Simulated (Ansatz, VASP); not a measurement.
**One calculation of Ga2O3, two programs**

Contents of POSCAR:

```
Ga2O3
1.0
    6.1273167065     -1.5195688756      0.0024223376
    6.1273167065      1.5195688756      0.0024223376
   -1.3883634538      0.0000000000      5.6399882386
Ga O
4 6
Direct
    0.0905090396      0.0905090396      0.7947708018
    0.9094909604      0.9094909604      0.2052291982
    0.6587414105      0.6587414105      0.3144430204
    0.3412585895      0.3412585895      0.6855569796
    0.1642083157      0.1642083157      0.1091311940
    0.8357916843      0.8357916843      0.8908688060
    0.1733450762      0.1733450762      0.5635356637
    0.8266549238      0.8266549238      0.4364643363
    0.4962956556      0.4962956556      0.2562504805
    0.5037043444      0.5037043444      0.7437495195
```

Contents of INCAR.step1:

```
SYSTEM = Ga2O3
ALGO     = Normal         ! electronic algorithm
EDIFF    = 1E-4           ! SCF threshold, eV
ENCUT    = 520            ! plane-wave cutoff, eV
GGA      = PE             ! functional
ISMEAR   = 0              ! smearing method
LASPH    = .TRUE.         ! aspherical terms in the spheres
LCHARG   = .FALSE.        ! write CHGCAR
LREAL    = .FALSE.        ! projectors in reciprocal space
LWAVE    = .TRUE.         ! write WAVECAR
NBANDS   = 55             ! bands
NELM     = 80             ! most SCF steps
PREC     = Accurate       ! precision mode
SIGMA    = 0.01           ! smearing width, eV
```

The input INCAR.step2:

```
SYSTEM = Ga2O3
ALGO     = Normal         ! electronic algorithm
EDIFF    = 1E-6           ! SCF threshold, eV
ENCUT    = 520            ! plane-wave cutoff, eV
ISIF     = 2              ! what is computed and relaxed
ISMEAR   = 0              ! smearing method
ISTART   = 1            
LASPH    = .TRUE.         ! aspherical terms in the spheres
LCHARG   = .FALSE.        ! write CHGCAR
LMIXTAU  = .TRUE.       
LREAL    = .FALSE.        ! projectors in reciprocal space
LWAVE    = .FALSE.        ! write WAVECAR
METAGGA  = R2SCAN         ! meta-GGA
NBANDS   = 55             ! bands
NELM     = 80             ! most SCF steps
PREC     = Accurate       ! precision mode
SIGMA    = 0.01           ! smearing width, eV
```

The input KPOINTS:

```
k-points
0
G
  8 8 4
  0 0 0
```

Input for Ansatz:

```yaml
crystal:
  lattice:
    - [6.1273167065, -1.5195688756, 0.0024223376]
    - [6.1273167065, 1.5195688756, 0.0024223376]
    - [-1.3883634538, 0.0, 5.6399882386]
  atoms:
    - { symbol: Ga, position: [0.0905090396, 0.0905090396, 0.7947708018] }
    - { symbol: Ga, position: [0.9094909604, 0.9094909604, 0.2052291982] }
    - { symbol: Ga, position: [0.6587414105, 0.6587414105, 0.3144430204] }
    - { symbol: Ga, position: [0.3412585895, 0.3412585895, 0.6855569796] }
    - { symbol: O, position: [0.1642083157, 0.1642083157, 0.109131194] }
    - { symbol: O, position: [0.8357916843, 0.8357916843, 0.890868806] }
    - { symbol: O, position: [0.1733450762, 0.1733450762, 0.5635356637] }
    - { symbol: O, position: [0.8266549238, 0.8266549238, 0.4364643363] }
    - { symbol: O, position: [0.4962956556, 0.4962956556, 0.2562504805] }
    - { symbol: O, position: [0.5037043444, 0.5037043444, 0.7437495195] }
kpoints:
  mp_grid: { grid: [8, 8, 4] }
  band_path:
    path:
      - [0.0, 0.0, 0.0]
      - [-0.2663044417, 0.2663044417, 0.0]
      - [-0.7336955583, -0.2663044417, 0.0]
      - [-0.5, -0.5, 0.0]
      - [-0.5, -0.5, 0.5]
      - [-0.7419048309, -0.2580951691, 0.5]
      - [-0.2580951691, 0.2580951691, 0.5]
      - [0.0, 0.0, 0.5]
      - [-0.5, 0.0, 0.5]
      - [0.447917, -0.458333, -0.5]
    npoints: 1
hamiltonian:
  xc: r2scan
scf:
  occupations: { method: fixed }
  n_extra_bands: 6
output:
  forces: true
  stress: true
  eigenvalues: true
```

Alike in both runs: task single point; functional r2SCAN; k mesh 8 × 8 × 4; no spin polarisation.

|  | VASP | Ansatz |
| --- | --- | --- |
| version | VASP 6.6.1 | Ansatz 0.2.0 |
| potentials or method | VASP PAW PBE potentials, release 64 (Ga_d, O) | plane waves, PAW |
| plane-wave cutoff (eV) | 520 | 500 |
| occupations | gaussian, width 0.01 eV | fixed |
| valence electrons in the cell | 88 | 88 |

|  | VASP | Ansatz | Ansatz less VASP |
| --- | --- | --- | --- |
| gap on the k mesh at the Fermi level (eV) | 3.01 | 3.03 | +0.020 |
| pressure (GPa) | 1.9 | 0.0 | -1.86 |
| traceless stress, the component that is largest in VASP (GPa) | 0.20 | 0.00 | -0.205 |
| rms of the force components (eV/Å) | 0.036 | 0.001 | -0.0349 |

VASP's potentials were made for PBE, not for r2SCAN. Atom by atom the forces differ by 0.035 eV/Å (rms over components).
